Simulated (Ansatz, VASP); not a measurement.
**Two plane-wave programs on Zn**

INCAR

```
SYSTEM = Zn
PREC = Accurate
ENCUT = 520
EDIFF = 1E-6
ISMEAR = -1
SIGMA = 0.05
LREAL = .False.
LASPH = .True.
NELM = 150
ALGO = Normal
ISIF = 2
LWAVE = .False.
LCHARG = .False.
ISPIN = 2
MAGMOM = 0.2 0.2
LORBIT = 11
GGA = PE
NBANDS = 23
```

The input KPOINTS:

```
regular mesh
0
Gamma
  13 13 6
  0 0 0
```

Contents of POSCAR:

```
Zn
1.0
    2.6700000000      0.0000000000      0.0000000000
   -1.3350000000      2.3122878281      0.0000000000
    0.0000000000      0.0000000000      4.9660000000
Zn
2
Direct
    0.1933333333      0.5966666667      0.1450000000
    0.8066666667      0.4033333333      0.8550000000
```

Input for Ansatz:

```yaml
crystal:
  lattice:
    - [2.67, 0.0, 0.0]
    - [-1.335, 2.3122878281, 0.0]
    - [0.0, 0.0, 4.966]
  atoms:
    - { symbol: Zn, position: [0.1933333333, 0.5966666667, 0.145], spin: 0.2 }
    - { symbol: Zn, position: [0.8066666667, 0.4033333333, 0.855], spin: 0.2 }
kpoints:
  mp_grid: { grid: [13, 13, 6] }
scf:
  occupations: { method: fermi_dirac, width: 0.05 }
hamiltonian:
  xc: pbe
  pseudopotentials: { kind: nc }
output:
  forces: true
  stress: true
  eigenvalues: true
  populations: true
magnetization:
  spin_polarized: true
```

Alike in both runs: task single point; functional PBE; k mesh 13 × 13 × 6; occupations fermi-dirac, width 0.05 eV; collinear spin.

```csv
,VASP,Ansatz
version,VASP 6.6.1,Ansatz 0.2.0
potentials or method,"VASP PAW PBE potentials, release 64 (Zn)",scalar-relativistic
plane-wave cutoff (eV),520,1143
valence electrons in the cell,24,40
```

Ansatz gave:

* gap on the k mesh at the Fermi level (eV): none
* rms of the force components (eV/Å): 12.123
* net moment per atom (μB): 0.00

**Question.** Estimate VASP's values.

**Answer.** gap on the k mesh at the Fermi level (eV): none; rms of the force components (eV/Å): 12.232; net moment per atom (μB): 0.00.

Atom by atom the forces differ by 0.109 eV/Å (rms over components). A gap of «none» marks a metal or a gap that the smearing closes. VASP's potentials hold 24 valence electrons a cell and Ansatz's 40, so a difference there can come from the potentials and not from the codes. Ansatz's warnings: seeded moment not kept.
